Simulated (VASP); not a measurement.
Wanted: the native input for a VASP 6.6.1 run.

```
Task                   : single point
Functional             : PBE
Potentials or basis    : VASP PAW PBE potentials, release 64 (Re)
Cutoff                 : 520 eV
k mesh                 : 10 × 10 × 10
Occupations            : gaussian, width 0.15 eV
Spin                   : no spin polarisation
Dipole correction      : no
Further INCAR settings : ALGO = Normal; EDIFF = 1e-06; NBANDS = 10
```

The structure of Re lies in POSCAR:

```
Re
1.0
    0.0000000000      2.0936074229      1.7940122007
    2.0936074229      0.0000000000      1.7940122007
    2.0936074229      2.0936074229      0.0000000000
Re
1
Direct
    0.0000000000      0.0000000000      0.0000000000
```

This cell differs from its parent crystal: volume 15.727 Å^3 an atom, c/a of the conventional cell 0.8569.

These files were run (other wordings do the same):

INCAR

```
SYSTEM = Re
PREC = Accurate
ENCUT = 520
EDIFF = 1E-6
ISMEAR = 0
SIGMA = 0.15
LREAL = .FALSE.
LASPH = .TRUE.
NELM = 80
ALGO = Normal
ISIF = 2
LWAVE = .FALSE.
LCHARG = .TRUE.
GGA = PE
LELF = .TRUE.
LVHAR = .TRUE.
NBANDS = 10
```

KPOINTS

```
Automatic mesh
0
G
  10 10 10
  0 0 0
```

Potentials or basis: VASP PAW PBE potentials, release 64 (Re).

The run is started by

```bash
$ cat potpaw_PBE.64/Re/POTCAR > POTCAR
$ mpirun -np 1 vasp_std > vasp.out
```

Results of the run:

```
Pressure : -14.2 GPa
```

Run time: 13 s on 1 thread of Intel(R) Xeon(R) Platinum 8375C CPU @ 2.90GHz (Ice Lake) (shared host), peak memory 0.15 GiB.
